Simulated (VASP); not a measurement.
# ScAl (Pm-3m) in VASP: further runs, part 2 of 2

VASP 6.6.1.

## (4) Relaxation of cell and atoms, PBEsol, target pressure 4 GPa, at which the enthalpy is minimised

Contents of INCAR:

```
PREC = Accurate
ENCUT = 600
EDIFF = 1E-7
ISMEAR = -1
SIGMA = 0.1
LREAL = False
LASPH = True
NELM = 80
ALGO = Normal
ISIF = 3
LWAVE = False
LCHARG = False
GGA = PS
IBRION = 2
NSW = 100
EDIFFG = -0.002
PSTRESS = 40.0
```

Contents of KPOINTS:

```
regular mesh
0
Gamma
  14 14 14
```

Contents of POSCAR:

```
ScAl
1.0
    3.3464246974      0.0000000000      0.0000000000
    0.0000000000      3.3464246974      0.0000000000
    0.0000000000      0.0000000000      3.3464246974
Sc Al
1 1
Direct
    0.5000000000      0.5000000000      0.5000000000
    0.0000000000      0.0000000000      0.0000000000
```

On the command line:

```console
$ cat potpaw_PBE.64/Sc_sv/POTCAR potpaw_PBE.64/Al/POTCAR > POTCAR
$ mpirun -np 1 vasp_std > vasp.out
```

It took 52 s on 1 thread of Intel Xeon 6975P-C (Granite Rapids), shared host; peak memory 0.21 GiB.

Results (log left out):

```yaml
Free_energy: -11.6176 eV
Relaxed_volume: 17.94 Å³/atom
Relaxed_cell: a = 3.298 Å, b = 3.298 Å, c = 3.298 Å, α = 90.00°, β = 90.00°, γ = 90.00°
Space_group_after_relaxing_to_0.1_Å: Pm-3m (No. 221)
Energy_change_on_relaxing_the_run_minimises_the_enthalpy: +9.9 meV/atom
Ionic_steps: 3
Pressure_after_relaxing: 4.0 GPa
Band_gap_on_the_k_mesh: zero (bands 7 and 8 overlap by 1.18 eV)
```

The path:
```
step  energy change (eV)  largest force (eV/Å)  pressure (GPa)  volume (Å³)
   1              0.0000                0.0000            0.12        37.48
   2              0.0457                0.0000            6.30        35.07
   3              0.0199                0.0000            4.00        35.87
```

Final structure:
```xyz
2
Lattice="3.2980 0.0000 0.0000 0.0000 3.2980 0.0000 0.0000 0.0000 3.2980" Properties=species:S:1:pos:R:3 pbc="T T T"
Sc    1.6490    1.6490    1.6490
Al    0.0000    0.0000    0.0000
```

Levels at points of the mesh, in eV from the Fermi level:
```
           k point  band 3  band 4  band 5  band 6  band 7  band 8  band 9  band 10  band 11
(0.00, 0.00, 0.00)  -27.70  -27.70   -8.70   -0.78   -0.78    2.92    2.92     2.92     4.03
(0.50, 0.00, 0.00)  -27.68  -27.68   -5.72   -4.71    0.25    0.83    0.83     3.17     4.14
(0.50, 0.50, 0.00)  -27.90  -27.66   -4.84   -1.84   -1.84   -0.87    1.61     1.61     4.00
(0.50, 0.50, 0.50)  -27.87  -27.87   -2.71   -2.71   -2.71   -0.13    3.11     3.11     3.11
```

Caveat: the cell is relaxed towards a set pressure, so the run minimises the enthalpy, not the energy; the PAW data sets were made with another functional, which shifts forces and pressure a little.

## (5) Relaxation of cell and atoms, PBEsol, target pressure 7 GPa, at which the enthalpy is minimised

Contents of INCAR:

```
SYSTEM = ScAl
  PREC = Accurate
  ENCUT = 600
  EDIFF = 1E-6
  ISMEAR = -1
  SIGMA = 0.1
  LREAL = .FALSE.
  LASPH = .TRUE.
  NELM = 80
  ALGO = Normal
  ISIF = 3
  LWAVE = .FALSE.
  LCHARG = .FALSE.
  GGA = PS
  IBRION = 2
  NSW = 100
  EDIFFG = -0.002
  PSTRESS = 70.0
```

Contents of KPOINTS:

```
Automatic mesh
0
G
  14 14 14
  0 0 0
```

POSCAR is that of step 4.

Potentials or basis: VASP PAW PBE potentials, release 64 (Sc_sv, Al).

On the command line:

```console
$ cat potpaw_PBE.64/Sc_sv/POTCAR potpaw_PBE.64/Al/POTCAR > POTCAR
$ mpirun -np 1 vasp_std > vasp.out
```

OUTCAR:

```text
SYSTEM = ScAl
   PREC = Accurate
   ENCUT = 600
   EDIFF = 1E-6
   ISMEAR = -1
   LREAL = .FALSE.
   LASPH = .TRUE.
   NELM = 80
   ISIF = 3
   GGA = PS
   IBRION = 2
   NSW = 100
   EDIFFG = -0.002
   PSTRESS = 70.0

 ion  position               nearest neighbor table
   1  0.500  0.500  0.500-   2 2.90   2 2.90   2 2.90   2 2.90   2 2.90   2 2.90   2 2.90   2 2.90

   2  0.000  0.000  0.000-   1 2.90   1 2.90   1 2.90   1 2.90   1 2.90   1 2.90   1 2.90   1 2.90

  LATTYP: Found a simple cubic cell.
 ALAT       =     3.3464246974

  Lattice vectors:

 A1 = (   3.3464246974,   0.0000000000,   0.0000000000)
 A2 = (   0.0000000000,   3.3464246974,   0.0000000000)
 A3 = (   0.0000000000,   0.0000000000,   3.3464246974)

Analysis of symmetry for initial positions (statically):
=====================================================================
 Subroutine PRICEL returns:
 Original cell was already a primitive cell.

 Routine SETGRP: Setting up the symmetry group for a
 simple cubic supercell.

 Subroutine GETGRP returns: Found 48 space group operations
 (whereof 48 operations were pure point group operations)
 out of a pool of 48 trial point group operations.

The static configuration has the point symmetry O_h .

[... 169 lines left out ...]
  Total        0.0274757      0.0274757      0.0274757      0.0000000     -0.0000000      0.0000000
  in kB        1.1746700      1.1746700      1.1746700      0.0000000     -0.0000000      0.0000000
  external PRESSURE =     -68.8253300 kB  Pullay stress =      70.0000000 kB
[... 177 lines left out ...]
--------------------------------------- Ionic step        6  -------------------------------------------

 number of electron      13.9999999 magnetization

 Free energy of the ion-electron system (eV)
  ---------------------------------------------------
  ext. energy  EPLUGINS =         0.00000000
  ---------------------------------------------------
  free energy    TOTEN  =       -11.58230965 eV

  energy without entropy =      -11.55672664  energy(sigma->0) =      -11.56951815

 E-fermi :   6.7176     XC(G=0): -10.7954

 val. band max:        6.7032935539   @ k =   0.3571   0.0000   0.0000
 cond. band min:       6.7411162306   @ k =   0.4286   0.1429   0.0000
 fundamental gap:      0.0378226767
 Fermi energy:         6.7176189363

 k-point     1 :       0.0000    0.0000    0.0000
  band No.  band energies     occupation
      1     -42.2197      2.00000
      2     -20.8943      2.00000
      3     -20.8943      2.00000
      4     -20.8943      2.00000
      5      -2.0906      2.00000
      6       5.8865      1.99951
      7       5.8865      1.99951
      8       9.7287      0.00000
      9       9.7287      0.00000
     10       9.7287      0.00000
     11      10.8951      0.00000
[... 309 lines left out ...]
 k-point    24 :       0.3571    0.2143    0.0000
  band No.  band energies     occupation
      1     -42.1922      2.00000
      2     -21.0903      2.00000
      3     -20.9711      2.00000
      4     -20.8662      2.00000
      5       0.3004      2.00000
      6       3.8773      2.00000
      7       5.9994      1.99848
      8       7.4154      0.00186
      9       8.0543      0.00000
     10       9.1520      0.00000
     11      10.7151      0.00000

 [... further k-points ...]
[... 5 lines left out ...]
  --------------------------------------------------------------------------------------
  -------------------------------------------------------------------------------------
  Total        1.5218647      1.5218647      1.5218647     -0.0000000      0.0000000     -0.0000000
  in kB       69.9912185     69.9912185     69.9912185     -0.0000000      0.0000000     -0.0000000
  external PRESSURE =      -0.0087815 kB  Pullay stress =      70.0000000 kB
[... 21 lines left out ...]
  energy  without entropy=      -11.5567266427  energy(sigma->0) =      -11.56951815

  enthalpy is  TOTEN    =       -10.0602540368 eV   P V=        1.5220556121

 reached required accuracy - stopping structural energy minimisation
```

Wall time 74 s (1 thread of Intel Xeon 6975P-C (Granite Rapids), shared host); peak memory 0.21 GiB.

Results:

| Property | Result |
| --- | --- |
| Free energy | -11.5823 eV |
| Relaxed volume | 17.42 Å³/atom |
| Relaxed cell | a = 3.266 Å, b = 3.266 Å, c = 3.266 Å, α = 90.00°, β = 90.00°, γ = 90.00° |
| Space group after relaxing (to 0.1 Å) | Pm-3m (No. 221) |
| Energy change on relaxing (the run minimises the enthalpy) | +27.6 meV/atom |
| Ionic steps | 6 |
| Pressure after relaxing | 7.0 GPa |
| Band gap on the k mesh | zero (bands 7 and 8 overlap by 1.18 eV) |

The path:
```tsv
step	energy change (eV)	largest force (eV/Å)	pressure (GPa)	volume (Å³)
1	0.0000	0.0000	0.12	37.48
2	0.1486	0.0000	12.38	33.28
3	0.0549	0.0000	6.93	34.84
4	0.0572	0.0000	7.14	34.79
5	0.0540	0.0000	6.91	34.87
6	0.0552	0.0000	7.00	34.84
```

Final structure:
```yaml
crystal:
  lattice:
    - [3.26599, 0.00000, 0.00000]
    - [0.00000, 3.26599, 0.00000]
    - [0.00000, 0.00000, 3.26599]
  atoms:
    - { symbol: Sc, position: [0.50000, 0.50000, 0.50000] }
    - { symbol: Al, position: [0.00000, 0.00000, 0.00000] }
```

Caveat: the cell is relaxed towards a set pressure, so the run minimises the enthalpy, not the energy; the PAW data sets were made with another functional, which shifts forces and pressure a little.

## (6) Relaxation of cell and atoms, PBEsol, target pressure 10 GPa, at which the enthalpy is minimised

Contents of INCAR:

```
SYSTEM = ScAl
ALGO     = Normal         ! electronic algorithm
EDIFF    = 1E-7           ! SCF threshold, eV
EDIFFG   = -0.002         ! ionic threshold
ENCUT    = 600            ! plane-wave cutoff, eV
GGA      = PS             ! functional
IBRION   = 2              ! ionic algorithm
ISIF     = 3              ! what is computed and relaxed
ISMEAR   = -1             ! smearing method
LASPH    = .True.         ! aspherical terms in the spheres
LCHARG   = .False.        ! write CHGCAR
LREAL    = .False.        ! projectors in reciprocal space
LWAVE    = .False.        ! write WAVECAR
NELM     = 100            ! most SCF steps
NSW      = 100            ! ionic steps
PREC     = Accurate       ! precision mode
PSTRESS  = 100.0        
SIGMA    = 0.1            ! smearing width, eV
```

Contents of KPOINTS:

```
k-points
0
Gamma
  14 14 14
  0 0 0
```

POSCAR is that of step 5.

Potentials or basis: VASP PAW PBE potentials, release 64 (Sc_sv, Al).

On the command line:

```console
$ cat potpaw_PBE.64/Sc_sv/POTCAR potpaw_PBE.64/Al/POTCAR > POTCAR
$ mpirun -np 1 vasp_std > vasp.out
```

It took 87 s on 1 thread of Intel Xeon 6975P-C (Granite Rapids), shared host; peak memory 0.22 GiB.

It converged, with:

```yaml
Free_energy: -11.5342 eV
Relaxed_volume: 16.96 Å³/atom
Relaxed_cell: a = 3.237 Å, b = 3.237 Å, c = 3.237 Å, α = 90.00°, β = 90.00°, γ = 90.00°
Space_group_after_relaxing_to_0.1_Å: Pm-3m (No. 221)
Energy_change_on_relaxing_the_run_minimises_the_enthalpy: +51.6 meV/atom
Ionic_steps: 6
Pressure_after_relaxing: 10.0 GPa
Band_gap_on_the_k_mesh: zero (bands 7 and 8 overlap by 1.18 eV)
```

Step by step:
| step | energy change (eV) | largest force (eV/Å) | pressure (GPa) | volume (Å³) |
| --- | --- | --- | --- | --- |
| 1 | 0.0000 | 0.0000 | 0.12 | 37.48 |
| 2 | 0.3206 | 0.0000 | 19.81 | 31.55 |
| 3 | 0.1018 | 0.0000 | 9.92 | 33.95 |
| 4 | 0.1060 | 0.0000 | 10.16 | 33.88 |
| 5 | 0.1014 | 0.0000 | 9.90 | 33.96 |
| 6 | 0.1033 | 0.0000 | 10.00 | 33.93 |

Final structure:
```
CELL_PARAMETERS angstrom
3.23729 0.00000 0.00000
0.00000 3.23729 0.00000
0.00000 0.00000 3.23729
ATOMIC_POSITIONS crystal
Sc 0.50000 0.50000 0.50000
Al 0.00000 0.00000 0.00000
```

Levels at points of the mesh, in eV from the Fermi level:
```
           k point  band 5  band 6  band 7  band 8  band 9  band 10
(0.00, 0.00, 0.00)   -8.90   -0.88   -0.88    3.10    3.10     3.10
(0.50, 0.00, 0.00)   -5.74   -4.82    0.23    0.88    0.88     3.38
(0.50, 0.50, 0.00)   -4.95   -1.81   -1.81   -0.89    1.68     1.68
(0.50, 0.50, 0.50)   -2.85   -2.85   -2.85    0.17    3.33     3.33
```

Caveat: the cell is relaxed towards a set pressure, so the run minimises the enthalpy, not the energy; the PAW data sets were made with another functional, which shifts forces and pressure a little.

## (7) Overview

```tsv
cell	gap on the mesh (eV)	pressure (GPa)
relaxed to 1 GPa	none	1.0
relaxed to 2 GPa	none	2.0
relaxed to 4 GPa	none	4.0
relaxed to 7 GPa	none	7.0
relaxed to 10 GPa	none	10.0
```

Alike in all rows: task relaxation of cell and atoms; level PBEsol; potentials or basis VASP PAW PBE potentials, release 64 (Sc_sv, Al); no spin polarisation; k mesh 14 × 14 × 14; cutoff (eV) 600; smearing fermi-dirac 0.1 eV.

Caveats: the cell is relaxed towards a set pressure, so the run minimises the enthalpy, not the energy; the PAW data sets were made with another functional, which shifts forces and pressure a little.

Absolute energies hang on the potentials; compare differences alone.

The gap in the log of VASP goes by the Fermi energy; the results here count the filled bands.